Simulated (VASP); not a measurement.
# TmTaSe4 (F-43m) in VASP: notebook

Runs on TmTaSe4. Level: PBE. Tasks: single point.

Program: VASP 6.6.1. These are calculated values, not measurements. Logs are shortened: lines on timing, memory, paths and dates and some standing lists are left out, and cuts for length are marked.

### 1 The cell of the first run

Symmetry: F-43m, No. 216, cubic system. The conventional cell has a = 7.997 Å, b = 7.997 Å, c = 7.997 Å, α = 90.00°, β = 90.00°, γ = 90.00°. Tm (site symmetry -43m) has 12 Se at 3.32 Å and 4 Ta at 3.46 Å within 4.4 Å. Within 4.4 Å of Ta (site symmetry -43m) lie 12 Se at 3.31 Å and 4 Tm at 3.46 Å. Se (site symmetry 3m) has 6 Se at 2.81 to 2.84 Å and 3 Ta at 3.31 Å and 3 Tm at 3.32 Å within 3.7 Å.

The cell was built from a structure type or drawn by symmetry, and may not be a known phase.

### 2 Single point, PBE, collinear spin, ferromagnetic start

The input, INCAR:

```
PREC = Accurate
ENCUT = 500
EDIFF = 1E-6
ISMEAR = 0
SIGMA = 0.1
LREAL = False
LASPH = True
NELM = 200
ALGO = Normal
ISIF = 2
LWAVE = False
LCHARG = False
ISPIN = 2
MAGMOM = 0.19 1.43 0 0 0 0
LORBIT = 11
LMAXMIX = 6
GGA = PE
NBANDS = 35
GGA_COMPAT = False
```

The input, KPOINTS:

```
Automatic mesh
0
Gamma
  8 8 8
```

The input, POSCAR:

```
TmTaSe4
1.0
    0.0000000000      3.9983471780      3.9983471780
    3.9983471780      0.0000000000      3.9983471780
    3.9983471780      3.9983471780      0.0000000000
Tm Ta Se
1 1 4
Direct
    0.0000000000      0.0000000000      0.0000000000
    0.2500000000      0.2500000000      0.2500000000
    0.6243740192      0.6243740192      0.1268779424
    0.6243740192      0.1268779424      0.6243740192
    0.1268779424      0.6243740192      0.6243740192
    0.6243740192      0.6243740192      0.6243740192
```

Potentials or basis: VASP PAW PBE potentials, release 64 (Tm_3, Ta_pv, Se), 4f in core.

The run is started by

```
$ cat potpaw_PBE.64/Tm_3/POTCAR potpaw_PBE.64/Ta_pv/POTCAR potpaw_PBE.64/Se/POTCAR > POTCAR
$ mpirun -np 1 vasp_std > vasp.out
```

OUTCAR:

```text
PREC = Accurate
   ENCUT = 500
   EDIFF = 1E-6
   ISMEAR = 0
   LREAL = False
   LASPH = True
   NELM = 200
   ISIF = 2
   ISPIN = 2
   LORBIT = 11
   GGA = PE

 ion  position               nearest neighbor table
   1  0.000  0.000  0.000-   2 3.46   2 3.46   2 3.46   2 3.46
   2  0.250  0.250  0.250-   1 3.46   1 3.46   1 3.46   1 3.46
   3  0.624  0.624  0.127-
   4  0.624  0.127  0.624-
   5  0.127  0.624  0.624-
   6  0.624  0.624  0.624-

  LATTYP: Found a face centered cubic cell.
 ALAT       =     7.9966943560

  Lattice vectors:

 A1 = (   0.0000000000,   3.9983471780,   3.9983471780)
 A2 = (   3.9983471780,   0.0000000000,   3.9983471780)
 A3 = (   3.9983471780,   3.9983471780,   0.0000000000)

Analysis of symmetry for initial positions (statically):
=====================================================================
 Subroutine PRICEL returns:
 Original cell was already a primitive cell.

 Routine SETGRP: Setting up the symmetry group for a
 face centered cubic supercell.

 Subroutine GETGRP returns: Found 24 space group operations
 (whereof 24 operations were pure point group operations)
 out of a pool of 48 trial point group operations.

The static configuration has the point symmetry T_d .

Analysis of symmetry for dynamics (positions and initial velocities):
=====================================================================
 Subroutine PRICEL returns:
 Original cell was already a primitive cell.

 Routine SETGRP: Setting up the symmetry group for a
 face centered cubic supercell.

 Subroutine GETGRP returns: Found 24 space group operations
 (whereof 24 operations were pure point group operations)
 out of a pool of 48 trial point group operations.

The dynamic configuration has the point symmetry T_d .

Analysis of structural, dynamic, and magnetic symmetry:
=====================================================================
 Subroutine PRICEL returns:
 Original cell was already a primitive cell.

 Routine SETGRP: Setting up the symmetry group for a
 face centered cubic supercell.

 Subroutine GETGRP returns: Found 24 space group operations
 (whereof 24 operations were pure point group operations)
 out of a pool of 48 trial point group operations.

The overall configuration has the point symmetry T_d .

 Subroutine INISYM returns: Found 24 space group operations
 (whereof 24 operations are pure point group operations),
 and found     1 'primitive' translations

----------------------------------------------------------------------------------------

                                     Primitive cell

  volume of cell :     127.8414

  direct lattice vectors                    reciprocal lattice vectors
     0.000000000  3.998347178  3.998347178    -0.125051672  0.125051672  0.125051672
     3.998347178  0.000000000  3.998347178     0.125051672 -0.125051672  0.125051672
     3.998347178  3.998347178  0.000000000     0.125051672  0.125051672 -0.125051672

  length of vectors
     5.654516806  5.654516806  5.654516806     0.216595850  0.216595850  0.216595850

  position of ions in fractional coordinates (direct lattice)
     0.000000000  0.000000000  0.000000000
     0.250000000  0.250000000  0.250000000
     0.624374019  0.624374019  0.126877942
     0.624374019  0.126877942  0.624374019
     0.126877942  0.624374019  0.624374019
     0.624374019  0.624374019  0.624374019

  ion indices of the primitive-cell ions
   primitive index   ion index
                 1           1
                 2           2
                 3           3
                 4           4
                 5           5
                 6           6

----------------------------------------------------------------------------------------

 KPOINTS: Automatic mesh

Automatic generation of k-mesh.
 Grid dimensions read from file:
 generate k-points for:    8    8    8

 Generating k-lattice:

  Cartesian coordinates                     Fractional coordinates (reciprocal lattice)
    -0.015631459  0.015631459  0.015631459     0.125000000  0.000000000  0.000000000
     0.015631459 -0.015631459  0.015631459     0.000000000  0.125000000  0.000000000
     0.015631459  0.015631459 -0.015631459     0.000000000  0.000000000  0.125000000

  Length of vectors
     0.027074481  0.027074481  0.027074481

  Shift w.r.t. Gamma in fractional coordinates (k-lattice)
     0.000000000  0.000000000  0.000000000

 Subroutine IBZKPT returns following result:
 ===========================================

 Found     29 irreducible k-points:

 Following reciprocal coordinates:
            Coordinates               Weight
  0.000000  0.000000  0.000000      1.000000
  0.125000  0.000000  0.000000      8.000000
  0.250000  0.000000  0.000000      8.000000
  0.375000  0.000000  0.000000      8.000000
  0.500000  0.000000  0.000000      4.000000
  0.125000  0.125000  0.000000      6.000000
[... 16 lines left out ...]
  0.500000  0.250000  0.125000     48.000000
 -0.375000  0.250000  0.125000     24.000000
 [... further k-points ...]
   k-points           NKPTS =     29   k-points in BZ     NKDIM =     29   number of bands    NBANDS=     35
   number of dos      NEDOS =    301   number of ions     NIONS =      6
   total plane-waves  NPLWV =  74088
   dimension x,y,z NGX =    42 NGY =   42 NGZ =   42
   dimension x,y,z NGXF=    84 NGYF=   84 NGZF=   84
   ions per type =               1   1   4
   NGX,Y,Z   is equivalent  to a cutoff of  12.35, 12.35, 12.35 a.u.
   NGXF,Y,Z  is equivalent  to a cutoff of  24.70, 24.70, 24.70 a.u.
 SYSTEM =  unknown system
   PREC   = accura    normal or accurate (medium, high low for compatibility)
   ISTART =      0    job   : 0-new  1-cont  2-samecut
   ICHARG =      2    charge: 1-file 2-atom 10-const
   ISPIN  =      2    spin polarized calculation?
   LNONCOLLINEAR =      F non collinear calculations
   LSORBIT =      F    spin-orbit coupling
   LASPH  =      T    aspherical Exc in radial PAW
   ENCUT  =  500.0 eV  36.75 Ry    6.06 a.u.  10.31 10.31 10.31*2*pi/ulx,y,z
   NELM   =    200;   NELMIN=  2; NELMDL= -5     # of ELM steps
   EDIFF  = 0.1E-05   stopping-criterion for ELM
   LREAL  =      F    real-space projection
   EDIFFG = 0.1E-04   stopping-criterion for IOM
   NSW    =      0    number of steps for IOM
   IBRION =     -1    ionic relax: 0-MD 1-quasi-New 2-CG
   NFREE  =      0    steps in history (QN), initial steepest desc. (CG)
   ISIF   =      2    stress and relaxation
   ISYM   =      2    0-nonsym 1-usesym 2-fastsym
   POTIM  = 0.5000    time-step for ionic-motion
   TEBEG  =    0.0;   TEEND  =   0.0 temperature during run
   PSTRESS=    0.0 pullay stress
   NELECT =      44.0000    total number of electrons
   NUPDOWN=      -1.0000    fix difference up-down
   EMIN   =  10.00;   EMAX   =-10.00  energy-range for DOS
   EFERMI =   0.00;   METHOD = LEGACY
   ISMEAR =     0;   SIGMA  =   0.10  broadening in eV -4-tet -1-fermi 0-gaus
   EFERMI_NEDOS =   21; number of points for ismear=-14 and -15
   IALGO  =     38    algorithm
   IMIX   =      4    mixing-type and parameters
     AMIX     =   0.40;   BMIX     =  1.00
     AMIX_MAG =   1.60;   BMIX_MAG =  1.00
  volume/ion in A,a.u.               =      21.31       143.79
  Fermi-wavevector in a.u.,A,eV,Ry     =   1.147278  2.168041 17.908616  1.316246
  Thomas-Fermi vector in A             =   2.283958
   LORBIT       =     11    0 simple, 1 ext, 2 COOP (PROOUT), +10 PAW based schemes
   GGA     = PE    functional components
   LHFCALC =     F    Hartree Fock is set to
   AEXX    =    0.0000 exact exchange contribution
   IVDW    =     0    specifies the selected vdW correction
   LEPSILON=     F    determine dielectric tensor
   LRPA    =     F    only Hartree local field effects (RPA)
 spin polarized calculation
 Gauss-broadening in eV      SIGMA  =   0.10
  energy-cutoff  :      500.00
  volume of cell :      127.84
 maximum number of plane-waves:      3287
 NGX is ok and might be reduce to    42
   NGX = 21   NGY = 21   NGZ = 21

 number of electron      43.9999996 magnetization       2.0150645

 Free energy of the ion-electron system (eV)
  ---------------------------------------------------
  ext. energy  EPLUGINS =         0.00000000
  ---------------------------------------------------
  free energy    TOTEN  =       -26.84204173 eV

  energy without entropy =      -26.81236774  energy(sigma->0) =      -26.82720474

 E-fermi :   5.9026     XC(G=0): -10.7717

 val. band max:        5.8997189037   @ k =   0.2500   0.0000   0.0000
 cond. band min:       5.9178461956   @ k =   0.3750   0.0000   0.0000
 fundamental gap:      0.0181272919
 Fermi energy:         5.9026342697

 spin component 1

 k-point     1 :       0.0000    0.0000    0.0000
  band No.  band energies     occupation
      1     -29.8056      1.00000
      2     -29.8056      1.00000
      3     -29.8056      1.00000
      4     -20.3018      1.00000
      5     -20.3018      1.00000
      6     -20.3018      1.00000
[... 26 lines left out ...]
     33       9.6362      0.00000
     34       9.8544      0.00000

 k-point     2 :       0.1250    0.0000    0.0000
  band No.  band energies     occupation
      1     -29.8057      1.00000
      2     -29.8056      1.00000
      3     -29.8056      1.00000
      4     -20.3027      1.00000
      5     -20.3019      1.00000
      6     -20.3019      1.00000
[... 26 lines left out ...]
     33       9.6849      0.00000
     34       9.7999      0.00000
[... 775 lines left out ...]
     33       9.6418      0.00000
     34       9.9903      0.00000

 k-point    24 :      -0.3750    0.2500    0.1250
  band No.  band energies     occupation
      1     -29.8061      1.00000
      2     -29.8058      1.00000
      3     -29.8057      1.00000
      4     -20.3069      1.00000
      5     -20.3038      1.00000
      6     -20.3025      1.00000
[... 26 lines left out ...]
     33       9.7056      0.00000
     34      10.1796      0.00000

 [... further k-points ...]

 spin component 2

 k-point     1 :       0.0000    0.0000    0.0000
  band No.  band energies     occupation
      1     -29.1303      1.00000
      2     -29.1303      1.00000
      3     -29.1303      1.00000
      4     -20.2294      1.00000
      5     -20.2294      1.00000
      6     -20.2294      1.00000
[... 26 lines left out ...]
     33       9.7237      0.00000
     34      10.0696      0.00000

 k-point     2 :       0.1250    0.0000    0.0000
  band No.  band energies     occupation
      1     -29.1304      1.00000
      2     -29.1304      1.00000
      3     -29.1304      1.00000
      4     -20.2303      1.00000
      5     -20.2295      1.00000
      6     -20.2294      1.00000
[... 26 lines left out ...]
     33       9.8190      0.00000
     34      10.0663      0.00000
[... 775 lines left out ...]
     33       9.8845      0.00000
     34      10.2470      0.00000

 k-point    24 :      -0.3750    0.2500    0.1250
  band No.  band energies     occupation
      1     -29.1309      1.00000
      2     -29.1305      1.00000
      3     -29.1305      1.00000
      4     -20.2344      1.00000
      5     -20.2313      1.00000
      6     -20.2301      1.00000
[... 26 lines left out ...]
     33      10.0114      0.00000
     34      10.5104      0.00000

 [... further k-points ...]

 [bands above 34 left out]

------------------------ aborting loop because EDIFF is reached ----------------------------------------

  FORCE on cell =-STRESS in cart. coord.  units (eV):
  Direction    XX          YY          ZZ          XY          YZ          ZX
  --------------------------------------------------------------------------------------
  -------------------------------------------------------------------------------------
  Total        0.2599097      0.2599097      0.2599097      0.0000000      0.0000000      0.0000000
  in kB        3.2573286      3.2573286      3.2573286      0.0000000      0.0000000      0.0000000
  external PRESSURE =       3.2573286 kB  Pullay stress =       0.0000000 kB

 VOLUME and BASIS-vectors are now :
 -----------------------------------------------------------------------------
  energy-cutoff  :      500.00
  volume of cell :      127.84
      direct lattice vectors                 reciprocal lattice vectors
     0.000000000  3.998347178  3.998347178    -0.125051672  0.125051672  0.125051672
     3.998347178  0.000000000  3.998347178     0.125051672 -0.125051672  0.125051672
     3.998347178  3.998347178  0.000000000     0.125051672  0.125051672 -0.125051672

 POSITION                                       TOTAL-FORCE (eV/Angst)
 -----------------------------------------------------------------------------------
      0.00000      0.00000      0.00000        -0.000000      0.000000      0.000000
      1.99917      1.99917      1.99917        -0.000000      0.000000      0.000000
      3.00377      3.00377      4.99293         0.006018      0.006018     -0.006018
      3.00377      4.99293      3.00377         0.006018     -0.006018      0.006018
      4.99293      3.00377      3.00377        -0.006018      0.006018      0.006018
      4.99293      4.99293      4.99293        -0.006018     -0.006018     -0.006018
 -----------------------------------------------------------------------------------
    total drift:                               -0.000000     -0.000000     -0.000000

  FREE ENERGIE OF THE ION-ELECTRON SYSTEM (eV)
  ---------------------------------------------------
  free  energy   TOTEN  =       -26.8420417320 eV

  energy  without entropy=      -26.8123677398  energy(sigma->0) =      -26.82720474

 total charge

# of ion       s       p       d       tot
------------------------------------------
    1        0.384   6.475   0.970   7.829
    2        0.341   6.003   2.165   8.508
    3        1.541   2.103   0.080   3.723
    4        1.541   2.103   0.080   3.723
    5        1.541   2.103   0.080   3.723
    6        1.541   2.103   0.080   3.723
--------------------------------------------------
tot          6.887  20.889   3.454  31.230

 magnetization (x)

# of ion       s       p       d       tot
------------------------------------------
    1        0.012   0.070   0.148   0.230
    2        0.062   0.018   1.003   1.083
    3        0.004  -0.002   0.006   0.008
    4        0.004  -0.002   0.006   0.008
    5        0.004  -0.002   0.006   0.008
    6        0.004  -0.002   0.006   0.008
--------------------------------------------------
tot          0.092   0.082   1.172   1.346
```

Run time: 3.6 min. Hardware: 1 thread of Intel Xeon 6975P-C (Granite Rapids), shared host; peak memory 0.42 GiB.

What came out:

```
Free energy                                           : -26.8420 eV
Pressure                                              : 0.3 GPa
Largest force                                         : 0.010 eV/Å
Band gap on the k mesh                                : zero (filled and empty bands overlap)
Net moment                                            : 2.02 μB per cell
Site moments                                          : Tm +0.23; Ta +1.08; Se +0.01 μB
Valence electrons inside the program's atomic spheres : Tm 7.83; Ta 8.51; Se 3.72
```

Forces in eV/Å, atoms in the order of the input:
```
Tm   0.000  0.000  0.000
Ta   0.000  0.000  0.000
Se   0.006  0.006 -0.006
Se   0.006 -0.006  0.006
Se  -0.006  0.006  0.006
Se  -0.006 -0.006 -0.006
```

Levels at points of the mesh, in eV from the Fermi level:
Spin up:
```csv
k point,band 19,band 20,band 21,band 22,band 23,band 24,band 25,band 26,band 27,band 28
"(0.00, 0.00, 0.00)",-0.56,-0.56,0.76,0.76,0.76,1.14,1.14,1.69,1.69,1.69
"(0.50, 0.00, 0.00)",-2.93,-1.98,-0.12,-0.02,-0.02,0.54,0.54,0.86,1.58,1.58
"(0.50, 0.50, 0.00)",-3.12,-3.12,-0.86,-0.86,-0.13,0.19,1.10,1.43,1.43,1.51
```
Spin down:
```
           k point  band 17  band 18  band 19  band 20  band 21  band 22  band 23  band 24  band 25  band 26
(0.00, 0.00, 0.00)    -2.30     0.25     0.25     0.25     0.75     0.75     0.75     1.93     1.93     1.93
(0.50, 0.00, 0.00)    -3.24    -3.24    -2.87    -1.37     0.58     0.70     0.70     0.84     1.23     1.23
(0.50, 0.50, 0.00)    -3.28    -3.24    -3.06    -3.06    -0.06    -0.06     0.68     0.97     1.53     1.53
```

Caveat: the magnetic or orbital state may not be the lowest; spin-orbit coupling is left out, which moves the levels of the heavy elements; the 4f electrons are frozen in the core, so they carry no moment and show no levels.

[end of part 1 of 2]
